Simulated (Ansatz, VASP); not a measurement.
**Two plane-wave programs on Au**

```
Au
1.0
     2.94350    0.00000    0.00000
    -1.47175    2.54914    0.00000
     0.00000    0.00000    4.73360
Au
2
Direct
  0.33333 0.66667 0.75000
  0.66667 0.33333 0.25000
```

Change from the starting cell: strain +0.015 along x and y, -0.030 along z, atoms carried along.

Alike in both runs: task single point; functional r2SCAN; k mesh 18 × 18 × 10; occupations gaussian, width 0.15 eV; no spin polarisation.

|  | VASP | Ansatz |
| --- | --- | --- |
| version | VASP 6.6.1 | Ansatz 0.2.0 |
| potentials or method | VASP PAW PBE potentials, release 64 (Au), cutoff 520 eV | scalar-relativistic, plane waves, PAW |
| valence electrons in the cell | 22 | 38 |

|  | VASP | Ansatz | Ansatz less VASP |
| --- | --- | --- | --- |
| gap on the k mesh at the Fermi level (eV) | none | none | - |
| pressure (GPa) | -1.1 | -1.3 | -0.24 |
| traceless stress, the component that is largest in VASP (GPa) | 1.81 | 1.78 | -0.025 |

VASP's potentials were made for PBE, not for r2SCAN. A gap of «none» marks a metal or a gap that the smearing closes. With one functional, cell and mesh, what is left measures potentials, basis and numerics. VASP's potentials hold 22 valence electrons a cell and Ansatz's 38, so a difference there can come from the potentials and not from the codes.

Neither program's run includes spin-orbit coupling.
